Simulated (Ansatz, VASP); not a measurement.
Two plane-wave programs on BiMo3

```
CELL_PARAMETERS angstrom
4.18400 0.00000 0.00000
0.00000 4.18400 0.00000
0.00000 0.00000 4.18400
ATOMIC_POSITIONS crystal
Bi 0.00000 0.00000 0.00000
Mo 0.00000 0.50000 0.50000
Mo 0.50000 0.00000 0.50000
Mo 0.50000 0.50000 0.00000
```

Alike in both runs: task single point; functional PBE; k mesh 4 × 4 × 4; occupations gaussian, width 0.1 eV; no spin polarisation.

|  | VASP | Ansatz |
| --- | --- | --- |
| version | VASP 6.6.1 | Ansatz 0.2.0 |
| potentials or method | VASP PAW PBE potentials, release 64 (Bi_d, Mo_sv), cutoff 500 eV | scalar-relativistic, plane waves, PAW |
| valence electrons in the cell | 57 | 57 |

VASP gave:

- gap on the k mesh at the Fermi level (eV): none
- pressure (GPa): -5.2

Problem. Estimate Ansatz's values.

Solution. gap on the k mesh at the Fermi level (eV): none; pressure (GPa): -5.4.

A gap of «none» marks a metal or a gap that the smearing closes. With one functional, cell and mesh, what is left measures potentials, basis and numerics.

The k mesh is coarse, so the values compare programs but aren't converged. Neither program's run includes spin-orbit coupling.
